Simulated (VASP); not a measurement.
# Ca (I4/mmm) in VASP: a series of runs

Runs on Ca. Level: PBE. Tasks: single point.

All numbers are computed with VASP 6.6.1; they aren't measurements. Logs are shortened: lines on timing, memory, paths and dates and some standing lists are left out, and cuts for length are marked.

## (1) The cell of the first run

The structure is tetragonal, space group I4/mmm (No. 139). The conventional cell has a = 3.952 Å, b = 3.952 Å, c = 5.421 Å, α = 90.00°, β = 90.00°, γ = 90.00°. Within 5.1 Å of Ca (site symmetry 4/mmm) lie 12 Ca at 3.89 to 3.95 Å.

## (2) Single point, PBE (strain -0.0300 x Voigt [1, 0, 0, 0, 0, 0])

File INCAR:

```
SYSTEM = Ca
ALGO = Normal
EDIFF = 1E-6
ENCUT = 520
GGA = PE
ISIF = 2
ISMEAR = 0
LASPH = .TRUE.
LCHARG = .FALSE.
LREAL = .FALSE.
LWAVE = .FALSE.
NBANDS = 11
NELM = 80
PREC = Accurate
SIGMA = 0.15
```

File KPOINTS:

```
k-points
0
G
  14 14 14
  0 0 0
```

File POSCAR:

```
Ca
1.0
    0.0000000000      2.7942000000      2.7942000000
    2.7103740000      0.0000000000      2.7942000000
    2.7103740000      2.7942000000      0.0000000000
Ca
1
Direct
    0.0000000000      0.0000000000      0.0000000000
```

Potentials or basis: VASP PAW PBE potentials, release 64 (Ca_sv).

Command:

```sh
cat potpaw_PBE.64/Ca_sv/POTCAR > POTCAR
mpirun -np 1 vasp_std > vasp.out
```

OUTCAR:

```text
SYSTEM = Ca
   EDIFF = 1E-6
   ENCUT = 520
   GGA = PE
   ISIF = 2
   ISMEAR = 0
   LASPH = .TRUE.
   LREAL = .FALSE.
   NELM = 80
   PREC = Accurate

 ion  position               nearest neighbor table
   1  0.000  0.000  0.000-

  LATTYP: Found a body centered tetragonal cell.
 ALAT       =     3.9515955360
 C/A-ratio  =     1.3717871555

  Lattice vectors:

 A1 = (  -2.7103740000,   0.0000000000,  -2.7942000000)
 A2 = (  -2.7103740000,   0.0000000000,   2.7942000000)
 A3 = (   2.7103740000,   2.7942000000,   0.0000000000)

Analysis of symmetry for initial positions (statically):
=====================================================================
 Subroutine PRICEL returns:
 Original cell was already a primitive cell.

 Routine SETGRP: Setting up the symmetry group for a
 body centered tetragonal supercell.

 Subroutine GETGRP returns: Found 16 space group operations
 (whereof 16 operations were pure point group operations)
 out of a pool of 16 trial point group operations.

The static configuration has the point symmetry D_4h.

Analysis of symmetry for dynamics (positions and initial velocities):
=====================================================================
 Subroutine PRICEL returns:
 Original cell was already a primitive cell.

 Routine SETGRP: Setting up the symmetry group for a
 body centered tetragonal supercell.

 Subroutine GETGRP returns: Found 16 space group operations
 (whereof 16 operations were pure point group operations)
 out of a pool of 16 trial point group operations.

The dynamic configuration has the point symmetry D_4h.

 Subroutine INISYM returns: Found 16 space group operations
 (whereof 16 operations are pure point group operations),
 and found     1 'primitive' translations

----------------------------------------------------------------------------------------

                                     Primitive cell

  volume of cell :      42.3228

  direct lattice vectors                    reciprocal lattice vectors
     0.000000000  2.794200000  2.794200000    -0.184476386  0.178942094  0.178942094
     2.710374000  0.000000000  2.794200000     0.184476386 -0.178942094  0.178942094
     2.710374000  2.794200000  0.000000000     0.184476386  0.178942094 -0.178942094

  length of vectors
     3.951595536  3.892772901  3.892772901     0.313164626  0.313164626  0.313164626

  position of ions in fractional coordinates (direct lattice)
     0.000000000  0.000000000  0.000000000

  ion indices of the primitive-cell ions
   primitive index   ion index
                 1           1

----------------------------------------------------------------------------------------

 KPOINTS: k-points

Automatic generation of k-mesh.
 Grid dimensions read from file:
 generate k-points for:   14   14   14

 Generating k-lattice:

  Cartesian coordinates                     Fractional coordinates (reciprocal lattice)
    -0.013176885  0.012781578  0.012781578     0.071428571  0.000000000  0.000000000
     0.013176885 -0.012781578  0.012781578     0.000000000  0.071428571  0.000000000
     0.013176885  0.012781578 -0.012781578     0.000000000  0.000000000  0.071428571

  Length of vectors
     0.022368902  0.022368902  0.022368902

  Shift w.r.t. Gamma in fractional coordinates (k-lattice)
     0.000000000  0.000000000  0.000000000

 Subroutine IBZKPT returns following result:
 ===========================================

 Found    244 irreducible k-points:

 Following reciprocal coordinates:
            Coordinates               Weight
  0.000000  0.000000  0.000000      1.000000
  0.071429 -0.000000 -0.000000      8.000000
  0.142857  0.000000  0.000000      8.000000
  0.214286 -0.000000 -0.000000      8.000000
  0.285714  0.000000  0.000000      8.000000
  0.357143 -0.000000 -0.000000      8.000000
[... 16 lines left out ...]
  0.214286  0.142857 -0.000000     16.000000
  0.285714  0.142857  0.000000     16.000000
 [... further k-points ...]
   k-points           NKPTS =    244   k-points in BZ     NKDIM =    244   number of bands    NBANDS=     11
   number of dos      NEDOS =    301   number of ions     NIONS =      1
   total plane-waves  NPLWV =  27000
   dimension x,y,z NGX =    30 NGY =   30 NGZ =   30
   dimension x,y,z NGXF=    60 NGYF=   60 NGZF=   60
   ions per type =               1
   NGX,Y,Z   is equivalent  to a cutoff of  12.62, 12.81, 12.81 a.u.
   NGXF,Y,Z  is equivalent  to a cutoff of  25.24, 25.62, 25.62 a.u.
 SYSTEM =  Ca
   PREC   = accura    normal or accurate (medium, high low for compatibility)
   ISTART =      0    job   : 0-new  1-cont  2-samecut
   ICHARG =      2    charge: 1-file 2-atom 10-const
   ISPIN  =      1    spin polarized calculation?
   LNONCOLLINEAR =      F non collinear calculations
   LSORBIT =      F    spin-orbit coupling
   LASPH  =      T    aspherical Exc in radial PAW
   ENCUT  =  520.0 eV  38.22 Ry    6.18 a.u.   7.35  7.24  7.24*2*pi/ulx,y,z
   NELM   =     80;   NELMIN=  2; NELMDL= -5     # of ELM steps
   EDIFF  = 0.1E-05   stopping-criterion for ELM
   LREAL  =      F    real-space projection
   EDIFFG = 0.1E-04   stopping-criterion for IOM
   NSW    =      0    number of steps for IOM
   IBRION =     -1    ionic relax: 0-MD 1-quasi-New 2-CG
   NFREE  =      0    steps in history (QN), initial steepest desc. (CG)
   ISIF   =      2    stress and relaxation
   ISYM   =      2    0-nonsym 1-usesym 2-fastsym
   POTIM  = 0.5000    time-step for ionic-motion
   TEBEG  =    0.0;   TEEND  =   0.0 temperature during run
   PSTRESS=    0.0 pullay stress
   NELECT =      10.0000    total number of electrons
   NUPDOWN=      -1.0000    fix difference up-down
   EMIN   =  10.00;   EMAX   =-10.00  energy-range for DOS
   EFERMI =   0.00;   METHOD = LEGACY
   ISMEAR =     0;   SIGMA  =   0.15  broadening in eV -4-tet -1-fermi 0-gaus
   EFERMI_NEDOS =   21; number of points for ismear=-14 and -15
   IALGO  =     38    algorithm
   IMIX   =      4    mixing-type and parameters
     AMIX     =   0.40;   BMIX     =  1.00
     AMIX_MAG =   1.60;   BMIX_MAG =  1.00
  volume/ion in A,a.u.               =      42.32       285.61
  Fermi-wavevector in a.u.,A,eV,Ry     =   1.012084  1.912562 13.936652  1.024315
  Thomas-Fermi vector in A             =   2.145173
   LORBIT       =      0    0 simple, 1 ext, 2 COOP (PROOUT), +10 PAW based schemes
   GGA     = PE    functional components
   LHFCALC =     F    Hartree Fock is set to
   AEXX    =    0.0000 exact exchange contribution
   IVDW    =     0    specifies the selected vdW correction
   LEPSILON=     F    determine dielectric tensor
   LRPA    =     F    only Hartree local field effects (RPA)
 non-spin polarized calculation
 Gauss-broadening in eV      SIGMA  =   0.15
  energy-cutoff  :      520.00
  volume of cell :       42.32
 maximum number of plane-waves:      1166
 NGX is ok and might be reduce to    30
   NGX = 15   NGY = 15   NGZ = 15

 number of electron      10.0000000 magnetization

 number of electron       9.9999999 magnetization

 Free energy of the ion-electron system (eV)
  ---------------------------------------------------
  ext. energy  EPLUGINS =         0.00000000
  ---------------------------------------------------
  free energy    TOTEN  =        -1.93694057 eV

  energy without entropy =       -1.92209039  energy(sigma->0) =       -1.92951548

 E-fermi :   1.9470     XC(G=0):  -7.7267

 val. band max:        1.9438365312   @ k =  -0.2143   0.4286   0.3571
 cond. band min:       1.9499428916   @ k =  -0.2143   0.4286   0.2857
 fundamental gap:      0.0061063604
 Fermi energy:         1.9469712456

 k-point     1 :       0.0000    0.0000    0.0000
  band No.  band energies     occupation
      1     -40.0750      2.00000
      2     -20.9932      2.00000
      3     -20.9932      2.00000
      4     -20.9906      2.00000
      5      -2.0720      2.00000
      6       4.2406      0.00000
      7       4.2406      0.00000
      8       4.3729      0.00000
      9       5.2589      0.00000
     10       5.4297      0.00000
     11      11.0624      0.00000

 k-point     2 :       0.0714   -0.0000   -0.0000
  band No.  band energies     occupation
      1     -40.0744      2.00000
      2     -20.9994      2.00000
      3     -20.9943      2.00000
      4     -20.9922      2.00000
      5      -1.9848      2.00000
      6       4.1728      0.00000
      7       4.2731      0.00000
      8       4.3802      0.00000
      9       5.2331      0.00000
     10       5.3970      0.00000
     11      11.1679      0.00000

 k-point     3 :       0.1429    0.0000    0.0000
  band No.  band energies     occupation
      1     -40.0725      2.00000
      2     -21.0185      2.00000
      3     -20.9974      2.00000
      4     -20.9945      2.00000
      5      -1.7274      2.00000
      6       3.9302      0.00000
      7       4.3434      0.00000
      8       4.4473      0.00000
      9       5.1936      0.00000
     10       5.3319      0.00000
     11      10.9888      0.00000

 k-point     4 :       0.2143   -0.0000   -0.0000
  band No.  band energies     occupation
      1     -40.0698      2.00000
      2     -21.0461      2.00000
      3     -21.0018      2.00000
      4     -20.9977      2.00000
      5      -1.3131      2.00000
      6       3.5717      0.00000
      7       4.3686      0.00000
      8       4.4986      0.00000
      9       5.2452      0.00000
     10       5.3307      0.00000
     11       9.8737      0.00000
[... 239 lines left out ...]
 k-point    22 :       0.1429    0.1429    0.0000
  band No.  band energies     occupation
      1     -40.0718      2.00000
      2     -21.0183      2.00000
      3     -21.0013      2.00000
      4     -21.0005      2.00000
      5      -1.6232      2.00000
      6       3.8289      0.00000
      7       4.4452      0.00000
      8       4.5457      0.00000
      9       4.8473      0.00000
     10       5.4999      0.00000
     11      11.5958      0.00000

 k-point    23 :       0.2143    0.1429   -0.0000
  band No.  band energies     occupation
      1     -40.0698      2.00000
      2     -21.0357      2.00000
      3     -21.0055      2.00000
      4     -21.0048      2.00000
      5      -1.3237      2.00000
      6       3.6117      0.00000
      7       4.4500      0.00000
      8       4.6002      0.00000
      9       4.7919      0.00000
     10       5.5520      0.00000
     11      10.8706      0.00000

 k-point    24 :       0.2857    0.1429    0.0000
  band No.  band energies     occupation
      1     -40.0672      2.00000
      2     -21.0600      2.00000
      3     -21.0105      2.00000
      4     -21.0092      2.00000
      5      -0.8769      2.00000
      6       3.3265      0.00000
      7       4.2065      0.00000
      8       4.6338      0.00000
      9       5.0302      0.00000
     10       5.6590      0.00000
     11       9.6686      0.00000

 [... further k-points ...]
[... 5 lines left out ...]
  --------------------------------------------------------------------------------------
  -------------------------------------------------------------------------------------
  Total        0.0195280     -0.0327489     -0.0327489      0.0000000      0.0000000     -0.0000000
  in kB        0.7392565     -1.2397456     -1.2397456      0.0000000      0.0000000     -0.0000000
  external PRESSURE =      -0.5800783 kB  Pullay stress =       0.0000000 kB

 VOLUME and BASIS-vectors are now :
 -----------------------------------------------------------------------------
  energy-cutoff  :      520.00
  volume of cell :       42.32
      direct lattice vectors                 reciprocal lattice vectors
     0.000000000  2.794200000  2.794200000    -0.184476386  0.178942094  0.178942094
     2.710374000  0.000000000  2.794200000     0.184476386 -0.178942094  0.178942094
     2.710374000  2.794200000  0.000000000     0.184476386  0.178942094 -0.178942094

 POSITION                                       TOTAL-FORCE (eV/Angst)
 -----------------------------------------------------------------------------------
      0.00000      0.00000      0.00000         0.000000      0.000000      0.000000
 -----------------------------------------------------------------------------------
    total drift:                               -0.000000     -0.000000     -0.000000

  FREE ENERGIE OF THE ION-ELECTRON SYSTEM (eV)
  ---------------------------------------------------
  free  energy   TOTEN  =        -1.9369405663 eV

  energy  without entropy=       -1.9220903928  energy(sigma->0) =       -1.92951548
```

It took 71 s on 1 thread of AMD EPYC 9R45 (Zen 5), shared host; peak memory 0.22 GiB.

What came out:

| Item | Value |
| --- | --- |
| Free energy | -1.9369 eV |
| Pressure | -0.1 GPa |
| Band gap on the k mesh | zero (band 5 reaches 2.11 eV, above the bottom of band 6 at 1.79 eV) |

Caveat: the cell differs from its parent crystal (strain -0.0300 x Voigt [1, 0, 0, 0, 0, 0]).

(Continued in part 2 of 2.)
